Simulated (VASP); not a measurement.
# AlNiC4N4 (P-43m) in VASP: single point with PBE

Aim: the single point of AlNiC4N4 with PBE.

Everything below comes from runs of VASP 6.6.1. Logs are shortened: lines on timing, memory, paths and dates and some standing lists are left out, and cuts for length are marked.

**1. The cell of the first run**

The structure is cubic, space group P-43m (No. 215). The conventional cell has a = 5.831 Å, b = 5.831 Å, c = 5.831 Å, α = 90.00°, β = 90.00°, γ = 90.00°. Within 2.6 Å of Al (site symmetry -43m) lie 4 N at 1.96 Å. Ni (site symmetry -43m) has 4 C at 1.92 Å within 2.5 Å. Within 1.6 Å of C (site symmetry 3m) lie 1 N at 1.17 Å. N (site symmetry 3m) has 1 C at 1.17 Å within 1.6 Å.

**2. Single point, PBE, collinear spin, ferromagnetic start**

INCAR

```
  ALGO = Normal
  EDIFF = 1E-6
  ENCUT = 700
  GGA = PE
  GGA_COMPAT = F
  ISIF = 2
  ISMEAR = 0
  ISPIN = 2
  LASPH = T
  LCHARG = F
  LMAXMIX = 4
  LORBIT = 11
  LREAL = F
  LWAVE = F
  MAGMOM = 0 2 0 0 0 0 0 0 0 0
  NBANDS = 44
  NELM = 200
  PREC = Accurate
  SIGMA = 0.1
```

KPOINTS

```
k-points
0
Gamma
  4 4 4
```

POSCAR

```
AlNiC4N4
1.0
    5.8306603700      0.0000000000      0.0000000000
    0.0000000000      5.8306603700      0.0000000000
    0.0000000000      0.0000000000      5.8306603700
Al Ni C N
1 1 4 4
Direct
    0.5000000000      0.5000000000      0.5000000000
    0.0000000000      0.0000000000      0.0000000000
    0.1898207700      0.1898207700      0.1898207700
    0.1898207700      0.8101792300      0.8101792300
    0.8101792300      0.1898207700      0.8101792300
    0.8101792300      0.8101792300      0.1898207700
    0.3056738300      0.3056738300      0.3056738300
    0.3056738300      0.6943261700      0.6943261700
    0.6943261700      0.3056738300      0.6943261700
    0.6943261700      0.6943261700      0.3056738300
```

Potentials or basis: VASP PAW PBE potentials, release 64 (Al, Ni_sv_GW, C, N).

Started as:

```console
$ cat potpaw_PBE.64/Al/POTCAR potpaw_PBE.64/Ni_sv_GW/POTCAR potpaw_PBE.64/C/POTCAR potpaw_PBE.64/N/POTCAR > POTCAR
$ mpirun -np 1 vasp_std > vasp.out
```

OUTCAR:

```text
EDIFF = 1E-6
   ENCUT = 700
   GGA = PE
   ISIF = 2
   ISMEAR = 0
   ISPIN = 2
   LASPH = T
   LORBIT = 11
   LREAL = F
   NELM = 200
   PREC = Accurate

 ion  position               nearest neighbor table
   1  0.500  0.500  0.500-   7 1.96   8 1.96   9 1.96  10 1.96
   2  0.000  0.000  0.000-   3 1.92   4 1.92   5 1.92   6 1.92
   3  0.190  0.190  0.190-   7 1.17   2 1.92
   4  0.190  0.810  0.810-   8 1.17   2 1.92
   5  0.810  0.190  0.810-   9 1.17   2 1.92
   6  0.810  0.810  0.190-  10 1.17   2 1.92
   7  0.306  0.306  0.306-   3 1.17   1 1.96
   8  0.306  0.694  0.694-   4 1.17   1 1.96
   9  0.694  0.306  0.694-   5 1.17   1 1.96
  10  0.694  0.694  0.306-   6 1.17   1 1.96

  LATTYP: Found a simple cubic cell.
 ALAT       =     5.8306603700

  Lattice vectors:

 A1 = (   5.8306603700,   0.0000000000,   0.0000000000)
 A2 = (   0.0000000000,   5.8306603700,   0.0000000000)
 A3 = (   0.0000000000,   0.0000000000,   5.8306603700)

Analysis of symmetry for initial positions (statically):
=====================================================================
 Subroutine PRICEL returns:
 Original cell was already a primitive cell.

 Routine SETGRP: Setting up the symmetry group for a
 simple cubic supercell.

 Subroutine GETGRP returns: Found 24 space group operations
 (whereof 24 operations were pure point group operations)
 out of a pool of 48 trial point group operations.

The static configuration has the point symmetry T_d .

Analysis of symmetry for dynamics (positions and initial velocities):
=====================================================================
 Subroutine PRICEL returns:
 Original cell was already a primitive cell.

 Routine SETGRP: Setting up the symmetry group for a
 simple cubic supercell.

 Subroutine GETGRP returns: Found 24 space group operations
 (whereof 24 operations were pure point group operations)
 out of a pool of 48 trial point group operations.

The dynamic configuration has the point symmetry T_d .

Analysis of structural, dynamic, and magnetic symmetry:
=====================================================================
 Subroutine PRICEL returns:
 Original cell was already a primitive cell.

 Routine SETGRP: Setting up the symmetry group for a
 simple cubic supercell.

 Subroutine GETGRP returns: Found 24 space group operations
 (whereof 24 operations were pure point group operations)
 out of a pool of 48 trial point group operations.

The overall configuration has the point symmetry T_d .

 Subroutine INISYM returns: Found 24 space group operations
 (whereof 24 operations are pure point group operations),
 and found     1 'primitive' translations

----------------------------------------------------------------------------------------

                                     Primitive cell

  volume of cell :     198.2226

  direct lattice vectors                    reciprocal lattice vectors
     5.830660370  0.000000000  0.000000000     0.171507160  0.000000000  0.000000000
     0.000000000  5.830660370  0.000000000     0.000000000  0.171507160  0.000000000
     0.000000000  0.000000000  5.830660370     0.000000000  0.000000000  0.171507160

  length of vectors
     5.830660370  5.830660370  5.830660370     0.171507160  0.171507160  0.171507160

  position of ions in fractional coordinates (direct lattice)
     0.500000000  0.500000000  0.500000000
     0.000000000  0.000000000  0.000000000
     0.189820770  0.189820770  0.189820770
     0.189820770  0.810179230  0.810179230
     0.810179230  0.189820770  0.810179230
     0.810179230  0.810179230  0.189820770
     0.305673830  0.305673830  0.305673830
     0.305673830  0.694326170  0.694326170
     0.694326170  0.305673830  0.694326170
     0.694326170  0.694326170  0.305673830

  ion indices of the primitive-cell ions
[... 57 lines left out ...]
   NGXF,Y,Z  is equivalent  to a cutoff of  28.51, 28.51, 28.51 a.u.
 SYSTEM =  unknown system
   PREC   = accura    normal or accurate (medium, high low for compatibility)
   ISTART =      0    job   : 0-new  1-cont  2-samecut
   ICHARG =      2    charge: 1-file 2-atom 10-const
   ISPIN  =      2    spin polarized calculation?
   LNONCOLLINEAR =      F non collinear calculations
   LSORBIT =      F    spin-orbit coupling
   LASPH  =      T    aspherical Exc in radial PAW
   ENCUT  =  700.0 eV  51.45 Ry    7.17 a.u.  12.58 12.58 12.58*2*pi/ulx,y,z
   NELM   =    200;   NELMIN=  2; NELMDL= -5     # of ELM steps
   EDIFF  = 0.1E-05   stopping-criterion for ELM
   LREAL  =      F    real-space projection
   EDIFFG = 0.1E-04   stopping-criterion for IOM
   NSW    =      0    number of steps for IOM
   IBRION =     -1    ionic relax: 0-MD 1-quasi-New 2-CG
   NFREE  =      0    steps in history (QN), initial steepest desc. (CG)
   ISIF   =      2    stress and relaxation
   ISYM   =      2    0-nonsym 1-usesym 2-fastsym
   POTIM  = 0.5000    time-step for ionic-motion
   TEBEG  =    0.0;   TEEND  =   0.0 temperature during run
   PSTRESS=    0.0 pullay stress
   NELECT =      57.0000    total number of electrons
   NUPDOWN=      -1.0000    fix difference up-down
   EMIN   =  10.00;   EMAX   =-10.00  energy-range for DOS
   EFERMI =   0.00;   METHOD = LEGACY
   ISMEAR =     0;   SIGMA  =   0.10  broadening in eV -4-tet -1-fermi 0-gaus
   EFERMI_NEDOS =   21; number of points for ismear=-14 and -15
   IALGO  =     38    algorithm
   IMIX   =      4    mixing-type and parameters
     AMIX     =   0.40;   BMIX     =  1.00
     AMIX_MAG =   1.60;   BMIX_MAG =  1.00
  volume/ion in A,a.u.               =      19.82       133.77
  Fermi-wavevector in a.u.,A,eV,Ry     =   1.080560  2.041961 15.886284  1.167609
  Thomas-Fermi vector in A             =   2.216554
   LORBIT       =     11    0 simple, 1 ext, 2 COOP (PROOUT), +10 PAW based schemes
   GGA     = PE    functional components
   LHFCALC =     F    Hartree Fock is set to
   AEXX    =    0.0000 exact exchange contribution
   IVDW    =     0    specifies the selected vdW correction
   LEPSILON=     F    determine dielectric tensor
   LRPA    =     F    only Hartree local field effects (RPA)
 spin polarized calculation
 Gauss-broadening in eV      SIGMA  =   0.10
  energy-cutoff  :      700.00
  volume of cell :      198.22
 maximum number of plane-waves:      8385
   NGX = 25   NGY = 25   NGZ = 25

 number of electron      56.9999956 magnetization       0.9999344

 Free energy of the ion-electron system (eV)
  ---------------------------------------------------
  ext. energy  EPLUGINS =         0.00000000
  ---------------------------------------------------
  free energy    TOTEN  =       -79.15076584 eV

  energy without entropy =      -79.08778352  energy(sigma->0) =      -79.11927468

 E-fermi :  -0.4905     XC(G=0):  -7.2038

 val. band max:       -0.5068154897   @ k =   0.2500   0.2500   0.2500
 cond. band min:      -0.4876394658   @ k =   0.5000   0.2500   0.2500
 fundamental gap:      0.0191760239
 Fermi energy:        -0.4905464930

 spin component 1

 k-point     1 :       0.0000    0.0000    0.0000
  band No.  band energies     occupation
      1    -104.0994      1.00000
      2     -64.4593      1.00000
      3     -64.4593      1.00000
      4     -64.4593      1.00000
      5     -18.6399      1.00000
      6     -18.4670      1.00000
[... 419 lines left out ...]
     39       6.1362      0.00000
     40       6.1362      0.00000
 Fermi energy:        -0.4905464930

 spin component 2

 k-point     1 :       0.0000    0.0000    0.0000
  band No.  band energies     occupation
      1    -103.1704      1.00000
      2     -63.5530      1.00000
      3     -63.5530      1.00000
      4     -63.5530      1.00000
      5     -18.6144      1.00000
      6     -18.4409      1.00000
[... 419 lines left out ...]
     39       6.1790      0.00000
     40       6.1790      0.00000
 [bands above 40 left out]

------------------------ aborting loop because EDIFF is reached ----------------------------------------

  FORCE on cell =-STRESS in cart. coord.  units (eV):
  Direction    XX          YY          ZZ          XY          YZ          ZX
  --------------------------------------------------------------------------------------
  -------------------------------------------------------------------------------------
  Total       -4.4069536     -4.4069536     -4.4069536      0.0000000      0.0000000     -0.0000000
  in kB      -35.6201567    -35.6201567    -35.6201567      0.0000000      0.0000000     -0.0000000
  external PRESSURE =     -35.6201567 kB  Pullay stress =       0.0000000 kB

 VOLUME and BASIS-vectors are now :
 -----------------------------------------------------------------------------
  energy-cutoff  :      700.00
  volume of cell :      198.22
      direct lattice vectors                 reciprocal lattice vectors
     5.830660370  0.000000000  0.000000000     0.171507160  0.000000000  0.000000000
     0.000000000  5.830660370  0.000000000     0.000000000  0.171507160  0.000000000
     0.000000000  0.000000000  5.830660370     0.000000000  0.000000000  0.171507160

 POSITION                                       TOTAL-FORCE (eV/Angst)
 -----------------------------------------------------------------------------------
      2.91533      2.91533      2.91533        -0.000000      0.000000      0.000000
      0.00000      0.00000      0.00000        -0.000000      0.000000      0.000000
      1.10678      1.10678      1.10678        -0.814117     -0.814117     -0.814117
      1.10678      4.72388      4.72388        -0.814117      0.814117      0.814117
      4.72388      1.10678      4.72388         0.814117     -0.814117      0.814117
      4.72388      4.72388      1.10678         0.814117      0.814117     -0.814117
      1.78228      1.78228      1.78228         1.662529      1.662529      1.662529
      1.78228      4.04838      4.04838         1.662529     -1.662529     -1.662529
      4.04838      1.78228      4.04838        -1.662529      1.662529     -1.662529
      4.04838      4.04838      1.78228        -1.662529     -1.662529      1.662529
 -----------------------------------------------------------------------------------
    total drift:                               -0.000000     -0.000000     -0.000000

  FREE ENERGIE OF THE ION-ELECTRON SYSTEM (eV)
  ---------------------------------------------------
  free  energy   TOTEN  =       -79.1507658414 eV

  energy  without entropy=      -79.0877835239  energy(sigma->0) =      -79.11927468

 total charge

# of ion       s       p       d       f       tot
--------------------------------------------------
    1        0.300   0.329   0.000   0.000   0.630
    2        2.227   6.443   7.704   0.007  16.381
    3        0.965   1.578   0.000   0.000   2.543
    4        0.965   1.578   0.000   0.000   2.543
    5        0.965   1.578   0.000   0.000   2.543
    6        0.965   1.578   0.000   0.000   2.543
    7        1.278   2.646   0.000   0.000   3.924
    8        1.278   2.646   0.000   0.000   3.924
    9        1.278   2.646   0.000   0.000   3.924
   10        1.278   2.646   0.000   0.000   3.924
--------------------------------------------------
tot         11.498  23.669   7.704   0.007  42.878

 magnetization (x)

# of ion       s       p       d       f       tot
--------------------------------------------------
    1        0.000  -0.000   0.000   0.000   0.000
    2        0.003   0.034   0.750  -0.000   0.787
    3        0.007   0.005   0.000   0.000   0.011
    4        0.007   0.005   0.000   0.000   0.011
    5        0.007   0.005   0.000   0.000   0.011
    6        0.007   0.005   0.000   0.000   0.011
    7        0.001   0.012   0.000   0.000   0.014
    8        0.001   0.012   0.000   0.000   0.014
    9        0.001   0.012   0.000   0.000   0.014
   10        0.001   0.012   0.000   0.000   0.014
--------------------------------------------------
tot          0.035   0.103   0.750  -0.000   0.888
```

Run time: 9.3 min. Hardware: 1 thread of Intel Xeon Platinum 8488C (Sapphire Rapids), shared host; peak memory 0.57 GiB.

What came out:

- Free energy: -79.1508 eV
- Pressure: -3.6 GPa
- Largest force: 2.880 eV/Å
- Band gap on the k mesh: zero (filled and empty bands overlap)
- Net moment: 1.00 μB per cell
- Site moments: Al +0.00; Ni +0.79; C +0.01; N +0.01 μB
- Valence electrons inside the program's atomic spheres: Al 0.63; Ni 16.38; C 2.54; N 3.92

Forces in eV/Å, atoms in the order of the input:
```
Al   0.000  0.000  0.000
Ni   0.000  0.000  0.000
C   -0.814 -0.814 -0.814
C   -0.814  0.814  0.814
C    0.814 -0.814  0.814
C    0.814  0.814 -0.814
N    1.663  1.663  1.663
N    1.663 -1.663 -1.663
N   -1.663  1.663 -1.663
N   -1.663 -1.663  1.663
```

Levels at points of the mesh, in eV from the Fermi level:
Spin up:
| k point | band 26 | band 27 | band 28 | band 29 | band 30 | band 31 | band 32 | band 33 |
| --- | --- | --- | --- | --- | --- | --- | --- | --- |
| (0.00, 0.00, 0.00) | -1.67 | -0.90 | -0.90 | -0.90 | 3.20 | 3.20 | 3.20 | 3.92 |
| (0.50, 0.00, 0.00) | -1.56 | -0.81 | -0.67 | -0.67 | 3.25 | 3.25 | 3.52 | 3.64 |
| (0.50, 0.50, 0.00) | -1.56 | -0.80 | -0.64 | -0.64 | 3.44 | 3.65 | 3.67 | 3.67 |
| (0.50, 0.50, 0.50) | -1.65 | -0.81 | -0.81 | -0.81 | 3.66 | 3.66 | 3.66 | 4.00 |
Spin down:
| k point | band 25 | band 26 | band 27 | band 28 | band 29 | band 30 | band 31 | band 32 | band 33 | band 34 |
| --- | --- | --- | --- | --- | --- | --- | --- | --- | --- | --- |
| (0.00, 0.00, 0.00) | -1.25 | -1.25 | -0.22 | -0.22 | -0.22 | 3.40 | 3.40 | 3.40 | 4.00 | 4.00 |
| (0.50, 0.00, 0.00) | -1.27 | -1.15 | -0.11 | 0.03 | 0.03 | 3.35 | 3.35 | 3.59 | 3.81 | 4.48 |
| (0.50, 0.50, 0.00) | -1.26 | -1.16 | -0.07 | 0.07 | 0.07 | 3.51 | 3.73 | 3.73 | 3.80 | 4.34 |
| (0.50, 0.50, 0.50) | -1.24 | -1.24 | -0.10 | -0.10 | -0.10 | 3.82 | 3.82 | 3.82 | 4.08 | 4.08 |

Caveat: the cell stands under tension; a cell with one magnetic atom can't hold antiferromagnetic order, which such compounds often take; forces of over 1 eV/Å act on the atoms, so gaps and moduli don't describe the material at rest. With open d or f shells a metallic result of PBE can be an artefact of self-interaction; +U or a hybrid may open a gap.
